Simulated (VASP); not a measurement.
# In (P6/mmm) in VASP: further runs

In is run at these levels: PBEsol; tasks: single point.

Program: VASP 6.6.1. These are calculated values, not measurements. Logs are shortened: lines on timing, memory, paths and dates and some standing lists are left out, and cuts for length are marked.

### Step 1. The cell of the first run

The structure is hexagonal, space group P6/mmm (No. 191). The conventional cell has a = 2.386 Å, b = 2.386 Å, c = 2.286 Å, α = 90.00°, β = 90.00°, γ = 120.00°. In (site symmetry 6/mmm) has 8 In at 2.29 to 2.39 Å within 3.0 Å.

### Step 2. Single point, PBEsol

Contents of INCAR:

```
SYSTEM = In
PREC = Accurate
ENCUT = 520
EDIFF = 1E-6
ISMEAR = -1
SIGMA = 0.05
LREAL = .False.
LASPH = .True.
NELM = 100
ALGO = Normal
ISIF = 2
LWAVE = .False.
LCHARG = .False.
GGA = PS
NBANDS = 12
```

Contents of KPOINTS:

```
Automatic mesh
0
Gamma
  18 18 17
  0 0 0
```

Contents of POSCAR:

```
In
1.0
    2.3863148442      0.0000000000      0.0000000000
   -1.1931574221      2.0666092765      0.0000000000
    0.0000000000      0.0000000000      2.2864862526
In
1
Direct
    0.0000000000      0.0000000000      0.0000000000
```

Potentials or basis: VASP PAW PBE potentials, release 64 (In_d).

Run with:

```console
$ cat potpaw_PBE.64/In_d/POTCAR > POTCAR
$ mpirun -np 1 vasp_std > vasp.out
```

OUTCAR:

```text
SYSTEM = In
   PREC = Accurate
   ENCUT = 520
   EDIFF = 1E-6
   ISMEAR = -1
   LREAL = .False.
   LASPH = .True.
   NELM = 100
   ISIF = 2
   GGA = PS

 ion  position               nearest neighbor table
   1  0.000  0.000  0.000-

  LATTYP: Found a hexagonal cell.
 ALAT       =     2.3863148442
 C/A-ratio  =     0.9581662110

  Lattice vectors:

 A1 = (   2.3863148442,   0.0000000000,   0.0000000000)
 A2 = (  -1.1931574221,   2.0666092765,   0.0000000000)
 A3 = (   0.0000000000,   0.0000000000,   2.2864862526)

Analysis of symmetry for initial positions (statically):
=====================================================================
 Subroutine PRICEL returns:
 Original cell was already a primitive cell.

 Routine SETGRP: Setting up the symmetry group for a
 hexagonal supercell.

 Subroutine GETGRP returns: Found 24 space group operations
 (whereof 24 operations were pure point group operations)
 out of a pool of 24 trial point group operations.

The static configuration has the point symmetry D_6h.

Analysis of symmetry for dynamics (positions and initial velocities):
=====================================================================
 Subroutine PRICEL returns:
 Original cell was already a primitive cell.

 Routine SETGRP: Setting up the symmetry group for a
 hexagonal supercell.

 Subroutine GETGRP returns: Found 24 space group operations
 (whereof 24 operations were pure point group operations)
 out of a pool of 24 trial point group operations.

The dynamic configuration has the point symmetry D_6h.

 Subroutine INISYM returns: Found 24 space group operations
 (whereof 24 operations are pure point group operations),
 and found     1 'primitive' translations

----------------------------------------------------------------------------------------

                                     Primitive cell

  volume of cell :      11.2760

  direct lattice vectors                    reciprocal lattice vectors
     2.386314844  0.000000000  0.000000000     0.419056187  0.241942202  0.000000000
    -1.193157422  2.066609276  0.000000000     0.000000000  0.483884405  0.000000000
     0.000000000  0.000000000  2.286486253     0.000000000  0.000000000  0.437352291

  length of vectors
     2.386314844  2.386314844  2.286486253     0.483884405  0.483884405  0.437352291

  position of ions in fractional coordinates (direct lattice)
     0.000000000  0.000000000  0.000000000

  ion indices of the primitive-cell ions
   primitive index   ion index
                 1           1

----------------------------------------------------------------------------------------

 KPOINTS: Automatic mesh

Automatic generation of k-mesh.
 Grid dimensions read from file:
 generate k-points for:   18   18   17

 Generating k-lattice:

  Cartesian coordinates                     Fractional coordinates (reciprocal lattice)
     0.023280899  0.013441233  0.000000000     0.055555556  0.000000000  0.000000000
     0.000000000  0.026882467  0.000000000     0.000000000  0.055555556  0.000000000
     0.000000000  0.000000000  0.025726605     0.000000000  0.000000000  0.058823529

  Length of vectors
     0.026882467  0.026882467  0.025726605

  Shift w.r.t. Gamma in fractional coordinates (k-lattice)
     0.000000000  0.000000000  0.000000000

 Subroutine IBZKPT returns following result:
 ===========================================

 Found    333 irreducible k-points:

 Following reciprocal coordinates:
            Coordinates               Weight
  0.000000  0.000000  0.000000      1.000000
  0.055556 -0.000000  0.000000      6.000000
  0.111111 -0.000000  0.000000      6.000000
  0.166667 -0.000000  0.000000      6.000000
  0.222222  0.000000  0.000000      6.000000
  0.277778 -0.000000  0.000000      6.000000
[... 16 lines left out ...]
  0.333333  0.111111  0.000000     12.000000
  0.388889  0.111111  0.000000     12.000000
 [... further k-points ...]
   k-points           NKPTS =    333   k-points in BZ     NKDIM =    333   number of bands    NBANDS=     12
   number of dos      NEDOS =    301   number of ions     NIONS =      1
   total plane-waves  NPLWV =   5832
   dimension x,y,z NGX =    18 NGY =   18 NGZ =   18
   dimension x,y,z NGXF=    36 NGYF=   36 NGZF=   36
   ions per type =               1
   NGX,Y,Z   is equivalent  to a cutoff of  12.54, 12.54, 13.09 a.u.
   NGXF,Y,Z  is equivalent  to a cutoff of  25.08, 25.08, 26.17 a.u.
 SYSTEM =  In
   PREC   = accura    normal or accurate (medium, high low for compatibility)
   ISTART =      0    job   : 0-new  1-cont  2-samecut
   ICHARG =      2    charge: 1-file 2-atom 10-const
   ISPIN  =      1    spin polarized calculation?
   LNONCOLLINEAR =      F non collinear calculations
   LSORBIT =      F    spin-orbit coupling
   LASPH  =      T    aspherical Exc in radial PAW
   ENCUT  =  520.0 eV  38.22 Ry    6.18 a.u.   4.44  4.44  4.25*2*pi/ulx,y,z
   NELM   =    100;   NELMIN=  2; NELMDL= -5     # of ELM steps
   EDIFF  = 0.1E-05   stopping-criterion for ELM
   LREAL  =      F    real-space projection
   EDIFFG = 0.1E-04   stopping-criterion for IOM
   NSW    =      0    number of steps for IOM
   IBRION =     -1    ionic relax: 0-MD 1-quasi-New 2-CG
   NFREE  =      0    steps in history (QN), initial steepest desc. (CG)
   ISIF   =      2    stress and relaxation
   ISYM   =      2    0-nonsym 1-usesym 2-fastsym
   POTIM  = 0.5000    time-step for ionic-motion
   TEBEG  =    0.0;   TEEND  =   0.0 temperature during run
   PSTRESS=    0.0 pullay stress
   NELECT =      13.0000    total number of electrons
   NUPDOWN=      -1.0000    fix difference up-down
   EMIN   =  10.00;   EMAX   =-10.00  energy-range for DOS
   EFERMI =   0.00;   METHOD = LEGACY
   ISMEAR =    -1;   SIGMA  =   0.05  broadening in eV -4-tet -1-fermi 0-gaus
   EFERMI_NEDOS =   21; number of points for ismear=-14 and -15
   IALGO  =     38    algorithm
   IMIX   =      4    mixing-type and parameters
     AMIX     =   0.40;   BMIX     =  1.00
     AMIX_MAG =   1.60;   BMIX_MAG =  1.00
  volume/ion in A,a.u.               =      11.28        76.09
  Fermi-wavevector in a.u.,A,eV,Ry     =   1.716608  3.243918 40.092857  2.946742
  Thomas-Fermi vector in A             =   2.793762
   LORBIT       =      0    0 simple, 1 ext, 2 COOP (PROOUT), +10 PAW based schemes
   GGA     = PS    functional components
   LHFCALC =     F    Hartree Fock is set to
   AEXX    =    0.0000 exact exchange contribution
   IVDW    =     0    specifies the selected vdW correction
   LEPSILON=     F    determine dielectric tensor
   LRPA    =     F    only Hartree local field effects (RPA)
 non-spin polarized calculation
  energy-cutoff  :      520.00
  volume of cell :       11.28
 maximum number of plane-waves:       320
 NGX is ok and might be reduce to    18
   NGX =  9   NGY =  9   NGZ =  9

 number of electron      12.9999995 magnetization

 Free energy of the ion-electron system (eV)
  ---------------------------------------------------
  ext. energy  EPLUGINS =         0.00000000
  ---------------------------------------------------
  free energy    TOTEN  =         3.56926963 eV

  energy without entropy =        3.57091127  energy(sigma->0) =        3.57009045

 E-fermi :  22.7791     XC(G=0): -15.1042

 val. band max:       22.7634614407   @ k =   0.0556  -0.0000   0.2941
 cond. band min:      22.7957373846   @ k =   0.2222   0.2222   0.4118
 fundamental gap:      0.0322759439
 Fermi energy:        22.7791121920

 k-point     1 :       0.0000    0.0000    0.0000
  band No.  band energies     occupation
      1       2.1020      2.00000
      2       4.2511      2.00000
      3       4.3823      2.00000
      4       4.3823      2.00000
      5       7.0756      2.00000
      6       7.0756      2.00000
      7      32.9019      0.00000
      8      33.9047      0.00000
      9      40.2800      0.00000
     10      40.2800      0.00000
     11      41.1097      0.00000
     12      45.5384      0.00000

 k-point     2 :       0.0556   -0.0000    0.0000
  band No.  band energies     occupation
      1       2.1483      2.00000
      2       4.2989      2.00000
      3       4.4128      2.00000
      4       4.4587      2.00000
      5       7.0225      2.00000
      6       7.0651      2.00000
      7      33.1031      0.00000
      8      33.9111      0.00000
      9      39.2089      0.00000
     10      39.6720      0.00000
     11      41.1374      0.00000
     12      46.1409      0.00000

 k-point     3 :       0.1111   -0.0000    0.0000
  band No.  band energies     occupation
      1       2.2700      2.00000
      2       4.1395      2.00000
      3       4.6820      2.00000
      4       4.8291      2.00000
      5       6.8719      2.00000
      6       7.0349      2.00000
      7      33.6272      0.00000
      8      33.6936      0.00000
      9      37.5556      0.00000
     10      38.3410      0.00000
     11      40.8864      0.00000
     12      47.3947      0.00000

 k-point     4 :       0.1667   -0.0000    0.0000
  band No.  band energies     occupation
      1       2.4275      2.00000
      2       3.8967      2.00000
      3       5.0351      2.00000
      4       5.5583      2.00000
      5       6.6478      2.00000
      6       6.9888      2.00000
      7      32.2051      0.00000
      8      34.6351      0.00000
      9      36.8058      0.00000
     10      36.8689      0.00000
     11      40.4589      0.00000
     12      48.4650      0.00000

 k-point     5 :       0.2222    0.0000    0.0000
  band No.  band energies     occupation
      1       2.5728      2.00000
      2       3.6367      2.00000
      3       5.4880      2.00000
      4       6.3829      2.00000
      5       6.5925      2.00000
      6       6.9327      2.00000
      7      29.8324      0.00000
      8      35.2710      0.00000
      9      35.8667      0.00000
     10      37.0449      0.00000
     11      39.9796      0.00000
     12      49.3948      0.00000

 k-point     6 :       0.2778   -0.0000    0.0000
  band No.  band energies     occupation
      1       2.6389      2.00000
      2       3.4475      2.00000
      3       5.9971      2.00000
      4       6.1122      2.00000
      5       6.8735      2.00000
      6       7.9100      2.00000
      7      27.1878      0.00000
      8      33.8381      0.00000
      9      37.3027      0.00000
     10      37.3254      0.00000
     11      39.5659      0.00000
     12      49.4938      0.00000

 k-point     7 :       0.3333   -0.0000    0.0000
  band No.  band energies     occupation
      1       2.5682      2.00000
      2       3.4075      2.00000
      3       5.8674      2.00000
      4       6.5051      2.00000
      5       6.8183      2.00000
      6       9.4692      2.00000
      7      24.5324      0.00000
      8      32.5894      0.00000
      9      37.3975      0.00000
     10      38.8207      0.00000
     11      39.3148      0.00000
     12      48.5871      0.00000

 k-point     8 :       0.3889   -0.0000    0.0000
  band No.  band energies     occupation
      1       2.4279      2.00000
      2       3.4628      2.00000
      3       5.6740      2.00000
      4       6.7735      2.00000
      5       6.9440      2.00000
      6      11.1929      2.00000
      7      22.0065      2.00000
      8      31.6088      0.00000
      9      37.2717      0.00000
     10      39.2131      0.00000
     11      40.2380      0.00000
     12      47.9446      0.00000
[... 166 lines left out ...]
 k-point    20 :       0.1667    0.1111    0.0000
  band No.  band energies     occupation
      1       2.6863      2.00000
      2       3.7523      2.00000
      3       5.0775      2.00000
      4       6.3179      2.00000
      5       6.8726      2.00000
      6       7.3582      2.00000
      7      30.0542      0.00000
      8      31.7963      0.00000
      9      36.4001      0.00000
     10      39.2648      0.00000
     11      40.1344      0.00000
     12      47.6258      0.00000

 k-point    21 :       0.2222    0.1111    0.0000
  band No.  band energies     occupation
      1       2.8067      2.00000
      2       3.5563      2.00000
      3       5.4959      2.00000
      4       6.0865      2.00000
      5       6.7947      2.00000
      6       8.7043      2.00000
      7      27.4099      0.00000
      8      30.6999      0.00000
      9      37.8362      0.00000
     10      38.6550      0.00000
     11      40.8875      0.00000
     12      47.7591      0.00000

 k-point    22 :       0.2778    0.1111    0.0000
  band No.  band energies     occupation
      1       2.8127      2.00000
      2       3.4711      2.00000
      3       5.8768      2.00000
      4       5.9567      2.00000
      5       6.7216      2.00000
      6      10.2636      2.00000
      7      24.7460      0.00000
      8      29.7424      0.00000
      9      38.1354      0.00000
     10      39.3848      0.00000
     11      41.4294      0.00000
     12      47.4667      0.00000

 k-point    23 :       0.3333    0.1111    0.0000
  band No.  band energies     occupation
      1       2.7164      2.00000
      2       3.5031      2.00000
      3       5.7108      2.00000
      4       6.3742      2.00000
      5       6.6622      2.00000
      6      11.9826      2.00000
      7      22.2120      1.99998
      8      28.9648      0.00000
      9      37.7621      0.00000
     10      40.8709      0.00000
     11      41.7138      0.00000
     12      46.8803      0.00000

 k-point    24 :       0.3889    0.1111    0.0000
  band No.  band energies     occupation
      1       2.6215      2.00000
      2       3.5572      2.00000
      3       5.6048      2.00000
      4       6.6236      2.00000
      5       6.6669      2.00000
      6      13.6981      2.00000
      7      20.0000      2.00000
      8      28.4519      0.00000
      9      37.5445      0.00000
     10      41.8090      0.00000
     11      42.0114      0.00000
     12      46.4083      0.00000

 [... further k-points ...]
[... 5 lines left out ...]
  --------------------------------------------------------------------------------------
  -------------------------------------------------------------------------------------
  Total       22.6855672     22.6855672     22.7054439      0.0000000      0.0000000      0.0000000
  in kB     3223.3355067   3223.3355067   3226.1597466      0.0000000      0.0000000      0.0000000
  external PRESSURE =    3224.2769200 kB  Pullay stress =       0.0000000 kB

 VOLUME and BASIS-vectors are now :
 -----------------------------------------------------------------------------
  energy-cutoff  :      520.00
  volume of cell :       11.28
      direct lattice vectors                 reciprocal lattice vectors
     2.386314844  0.000000000  0.000000000     0.419056187  0.241942202  0.000000000
    -1.193157422  2.066609276  0.000000000     0.000000000  0.483884405  0.000000000
     0.000000000  0.000000000  2.286486253     0.000000000  0.000000000  0.437352291

 POSITION                                       TOTAL-FORCE (eV/Angst)
 -----------------------------------------------------------------------------------
      0.00000      0.00000      0.00000         0.000000      0.000000      0.000000
 -----------------------------------------------------------------------------------
    total drift:                                0.000000      0.000000      0.000000

  FREE ENERGIE OF THE ION-ELECTRON SYSTEM (eV)
  ---------------------------------------------------
  free  energy   TOTEN  =         3.5692696299 eV

  energy  without entropy=        3.5709112747  energy(sigma->0) =        3.57009045
```

It took 44 s on 1 thread of Intel Xeon Platinum 8259CL at 2.50GHz (Skylake/Cascade Lake), shared host; peak memory 0.15 GiB.

Results:

```yaml
Free_energy: 3.5693 eV
Pressure: 322.4 GPa
```

Stress tensor (GPa, compression positive):
```
322.33   0.00   0.00
  0.00 322.33   0.00
  0.00   0.00 322.62
```

Caveat: the PAW data sets were made with another functional, which shifts forces and pressure a little; spin-orbit coupling is left out, which moves the levels of the heavy elements.

[end of part 1 of 2]
